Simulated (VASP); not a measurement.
A run of VASP 6.6.1:

Contents of INCAR:

```
PREC     = Accurate       # precision mode
ENCUT    = 520            # plane-wave cutoff, eV
EDIFF    = 1E-6           # SCF threshold, eV
ISMEAR   = 0              # smearing method
SIGMA    = 0.15           # smearing width, eV
LREAL    = False          # projectors in reciprocal space
LASPH    = True           # aspherical terms in the spheres
NELM     = 150            # most SCF steps
ALGO     = Normal         # electronic algorithm
ISIF     = 2              # what is computed and relaxed
LWAVE    = False          # write WAVECAR
LCHARG   = False          # write CHGCAR
ISPIN    = 2              # spin polarisation
MAGMOM   = 0 0 1 1 1 1 0 0 0 0 0 0 0 0 # initial moments
LORBIT   = 11             # projections on sites
LMAXMIX  = 4              # l up to which the mixer works
GGA      = PE             # functional
NBANDS   = 75             # bands
```

Contents of KPOINTS:

```
Automatic mesh
0
Gamma
  3 3 3
```

File POSCAR:

```
SrTi2O4
1.0
    0.0000000000      4.5255211663      4.5255211663
    4.5255211663      0.0000000000      4.5255211663
    4.5255211663      4.5255211663      0.0000000000
Sr Ti O
2 4 8
Direct
    0.7500000000      0.7500000000      0.7500000000
    0.5000000000      0.5000000000      0.5000000000
    0.1250000000      0.1250000000      0.6250000000
    0.6250000000      0.1250000000      0.1250000000
    0.1250000000      0.6250000000      0.1250000000
    0.1250000000      0.1250000000      0.1250000000
    0.8963034089      0.8963034089      0.8963034089
    0.8963034089      0.3110897732      0.8963034089
    0.3110897732      0.8963034089      0.8963034089
    0.3536965911      0.3536965911      0.9389102268
    0.8963034089      0.8963034089      0.3110897732
    0.3536965911      0.9389102268      0.3536965911
    0.9389102268      0.3536965911      0.3536965911
    0.3536965911      0.3536965911      0.3536965911
```

Potentials or basis: VASP PAW PBE potentials, release 64 (Sr_sv, Ti_sv, O).

Launch:

```bash
$ cat potpaw_PBE.64/Sr_sv/POTCAR potpaw_PBE.64/Ti_sv/POTCAR potpaw_PBE.64/O/POTCAR > POTCAR
$ mpirun -np 1 vasp_std > vasp.out
```

Hardware: 1 thread of Intel(R) Xeon(R) Platinum 8559C (Emerald Rapids), on a shared host.

Problem. Estimate the wall time of this run.

Solution. It took 2.3 min on 1 thread of Intel(R) Xeon(R) Platinum 8559C (Emerald Rapids), with other jobs on the host, peak memory 0.43 GiB. Counts: scf iterations 20, k points 4.
